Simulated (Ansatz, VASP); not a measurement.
## Two plane-wave programs on WC

INCAR

```
SYSTEM = WC
  ALGO = Normal
  EDIFF = 1E-6
  ENCUT = 520
  GGA = PS
  ISIF = 2
  ISMEAR = 0
  LASPH = .True.
  LCHARG = .False.
  LREAL = .False.
  LWAVE = .False.
  NBANDS = 16
  NELM = 60
  PREC = Accurate
  SIGMA = 0.15
```

KPOINTS

```
k-points
0
Gamma
  18 18 18
  0 0 0
```

File POSCAR:

```
WC
1.0
    0.0000000000      2.2803913600      2.2803913600
    2.2803913600      0.0000000000      2.2803913600
    2.2803913600      2.2803913600      0.0000000000
W C
1 1
Direct
    0.0000000000      0.0000000000      0.0000000000
    0.5000000000      0.5000000000      0.5000000000
```

Input for Ansatz:

```yaml
crystal:
  lattice:
    - [0.0, 2.28039136, 2.28039136]
    - [2.28039136, 0.0, 2.28039136]
    - [2.28039136, 2.28039136, 0.0]
  atoms:
    - { symbol: W, position: [0.0, 0.0, 0.0] }
    - { symbol: C, position: [0.5, 0.5, 0.5] }
basis:
  ecutwfc: 420
kpoints:
  mp_grid: { grid: [18, 18, 18] }
hamiltonian:
  xc: pbesol
scf:
  occupations: { method: gaussian, width: 0.15 }
output:
  forces: true
  stress: true
  eigenvalues: true
```

Change from the starting cell: strain +0.040 along x and y, +0.040 along z, atoms carried along.

Alike in both runs: task single point; functional PBEsol; k mesh 18 × 18 × 18; occupations gaussian, width 0.15 eV; no spin polarisation.

|  | VASP | Ansatz |
| --- | --- | --- |
| version | VASP 6.6.1 | Ansatz 0.2.0 |
| potentials or method | VASP PAW PBE potentials, release 64 (W_sv, C), cutoff 520 eV | scalar-relativistic, plane waves, PAW |
| valence electrons in the cell | 18 | 18 |

|  | VASP | Ansatz | Ansatz less VASP |
| --- | --- | --- | --- |
| gap on the k mesh at the Fermi level (eV) | none | none | - |
| pressure (GPa) | -40.7 | -41.3 | -0.59 |

VASP's potentials were made for PBE, not for PBEsol. A gap of «none» marks a metal or a gap that the smearing closes. Both programs put the cell under strong tension, so it lies far from rest at this level.

Neither program's run includes spin-orbit coupling. Noted on VASP's run: the cell as given lies far from equilibrium.
